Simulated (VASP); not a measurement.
A run of VASP 6.6.1:

POSCAR

```
TaN
1.0
    2.2971882997      2.2971882997      0.0000000000
   -2.2971882997      2.2971882997      0.0000000000
    0.0000000000      0.0000000000      4.2778262500
Ta N
2 2
Direct
    0.5000000000      0.5000000000      0.0000000000
    0.0000000000      0.0000000000      0.5000000000
    0.0000000000      0.0000000000      0.0000000000
    0.5000000000      0.5000000000      0.5000000000
```

File INCAR.step1:

```
SYSTEM = TaN
PREC = Accurate
ENCUT = 520
ISMEAR = 0
SIGMA = 0.1
LREAL = .FALSE.
LASPH = .TRUE.
NELM = 60
NBANDS = 24
GGA = PE
ALGO = Normal
EDIFF = 1E-4
LWAVE = .TRUE.
LCHARG = .FALSE.
```

Contents of INCAR.step2:

```
SYSTEM = TaN
PREC = Accurate
ENCUT = 520
EDIFF = 1E-6
ISMEAR = 0
SIGMA = 0.1
LREAL = .FALSE.
LASPH = .TRUE.
NELM = 60
ALGO = Normal
ISIF = 2
LWAVE = .FALSE.
LCHARG = .TRUE.
METAGGA = R2SCAN
LMIXTAU = .TRUE.
LELF = .TRUE.
LVHAR = .TRUE.
NBANDS = 24
ISTART = 1
```

KPOINTS

```
regular mesh
0
G
  16 16 12
  0 0 0
```

Potentials or basis: VASP PAW PBE potentials, release 64 (Ta_pv, N).

Run with:

```bash
$ cat potpaw_PBE.64/Ta_pv/POTCAR potpaw_PBE.64/N/POTCAR > POTCAR
$ cp INCAR.step1 INCAR
$ mpirun -np 1 vasp_std > vasp.out
$ cp INCAR.step2 INCAR
$ mpirun -np 1 vasp_std > vasp.out
```

Hardware: 1 thread of Intel Xeon 8259CL (shared host).

Problem. How long does it take, and how much memory?

Solution. Wall time 15 min on 1 thread of Intel Xeon 8259CL, with other jobs on the host, peak memory 0.39 GiB. Counts: k points 315.
